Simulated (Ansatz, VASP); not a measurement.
# Two plane-wave programs on SrMgCl4

```xyz
6
Lattice="4.7082 0.0000 0.0000 0.0000 4.7082 0.0000 0.0000 0.0000 6.8384" Properties=species:S:1:pos:R:3 pbc="T T T"
Sr    2.3541    2.3541    3.4192
Mg    0.0000    0.0000    0.0000
Cl    2.3541    0.0000    1.5804
Cl    0.0000    2.3541    5.2581
Cl    2.3541    0.0000    5.2581
Cl    0.0000    2.3541    1.5804
```

Alike in both runs: functional PBE; k mesh 4 × 4 × 4; occupations gaussian, width 0.1 eV; no spin polarisation.

Ansatz relaxed the structure, and its values are those at the end. VASP's run is a single point on that final structure, the one shown.

|  | VASP | Ansatz |
| --- | --- | --- |
| version | VASP 6.6.1 | Ansatz 0.2.0 |
| potentials or method | VASP PAW PBE potentials, release 64 (Sr_sv, Mg, Cl), cutoff 520 eV | scalar-relativistic, plane waves, PAW |
| valence electrons in the cell | 40 | 48 |

VASP gave:

- gap on the k mesh at the Fermi level (eV): 3.11
- least direct gap on the mesh (eV): 3.25
- pressure (GPa): 0.0
- rms of the force components (eV/Å): 0.010

What did Ansatz give for the same quantities?

gap on the k mesh at the Fermi level (eV): 3.13; least direct gap on the mesh (eV): 3.28; pressure (GPa): 0.0; rms of the force components (eV/Å): 0.000.

VASP's potentials hold 40 valence electrons a cell and Ansatz's 48, so a difference there can come from the potentials and not from the codes.
